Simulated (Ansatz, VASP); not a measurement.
## One calculation of FeO, two programs

```
Fe O
1.0
    -1.60210    1.60210    2.08339
     1.60210   -1.60210    2.08339
     1.60210    1.60210   -2.08339
Fe O
1 1
Direct
  0.00000 0.00000 0.00000
  0.50000 0.50000 0.00000
```

Alike in both runs: functional LDA; k mesh 12 × 12 × 12; occupations fermi-dirac, width 0.05 eV; collinear spin.

|  | VASP | Ansatz |
| --- | --- | --- |
| version | VASP 6.6.1 | Ansatz 0.2.0 |
| potentials or method | VASP PAW LDA potentials, release 64 (Fe, O), cutoff 520 eV | all-electron LAPW, scalar-relativistic |
| task | single point | band structure |

Ansatz gave:

```
gap on the k mesh at the Fermi level (eV)                     : none
pressure (GPa)                                                : -22.5
traceless stress, the component that is largest in VASP (GPa) : 0.87
net moment per atom (μB)                                      : 2.00
size of the moment on the site where the two differ most (μB) : 0.33
```

Estimate VASP's values.

gap on the k mesh at the Fermi level (eV): none; pressure (GPa): -22.4; traceless stress, the component that is largest in VASP (GPa): 1.04; net moment per atom (μB): 1.99; size of the moment on the site where the two differ most (μB): 0.31.

LDA's correlation is that of Perdew and Zunger in VASP and of Perdew and Wang (1992) in Ansatz. Site moments also hang on the region over which each program counts them. A gap of «none» marks a metal or a gap that the smearing closes. Ansatz ran all-electron here, and VASP with PAW potentials.
